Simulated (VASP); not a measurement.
Write the native input for VASP 6.6.1 that does the following.

- Task: single point
- Functional: r2SCAN
- Potentials or basis: VASP PAW PBE potentials, release 64 (B, N)
- Cutoff: 660 eV
- k mesh: 10 × 10 × 10
- Occupations: gaussian, width 0.01 eV
- Spin: no spin polarisation
- Dipole correction: no
- Further INCAR settings: ALGO = Normal; EDIFF = 1e-06; NBANDS = 11

Crystal: BN.

```
B N
1.0
     0.00000    1.78637    1.78637
     1.78637    0.00000    1.78637
     1.78637    1.78637    0.00000
B N
1 1
Direct
  0.00000 0.00000 0.00000
  0.25000 0.25000 0.25000
```

These files were run (other wordings do the same):

POSCAR

```
BN
1.0
    0.0000000000      1.7863745268      1.7863745268
    1.7863745268      0.0000000000      1.7863745268
    1.7863745268      1.7863745268      0.0000000000
B N
1 1
Direct
    0.0000000000      0.0000000000      0.0000000000
    0.2500000000      0.2500000000      0.2500000000
```

INCAR.step1

```
SYSTEM = BN
PREC = Accurate
ENCUT = 660
ISMEAR = 0
SIGMA = 0.01
LREAL = .False.
LASPH = .True.
NELM = 120
NBANDS = 11
GGA = PE
ALGO = Normal
EDIFF = 1E-5
LWAVE = .True.
LCHARG = .False.
GGA_COMPAT = .False.
```

INCAR.step2

```
SYSTEM = BN
PREC = Accurate
ENCUT = 660
EDIFF = 1E-6
ISMEAR = 0
SIGMA = 0.01
LREAL = .False.
LASPH = .True.
NELM = 120
ALGO = Normal
ISIF = 2
LWAVE = .False.
LCHARG = .False.
METAGGA = R2SCAN
LMIXTAU = .True.
NBANDS = 11
ISTART = 1
GGA_COMPAT = .False.
```

KPOINTS

```
Automatic mesh
0
Gamma
  10 10 10
  0 0 0
```

Potentials or basis: VASP PAW PBE potentials, release 64 (B, N).

Launch:

```console
$ cat potpaw_PBE.64/B/POTCAR potpaw_PBE.64/N/POTCAR > POTCAR
$ cp INCAR.step1 INCAR
$ mpirun -np 1 vasp_std > vasp.out
$ cp INCAR.step2 INCAR
$ mpirun -np 1 vasp_std > vasp.out
```

It gave:

| Item | Value |
| --- | --- |
| Pressure | 14.1 GPa |
| Band gap on the k mesh | 5.02 eV (least direct gap 9.70 eV) |

Caveat: the cell stands under pressure; the PAW data sets were made with another functional, which shifts forces and pressure a little.

Run time: 48 s on 1 thread of Intel Xeon 8259CL (shared host), peak memory 0.14 GiB.
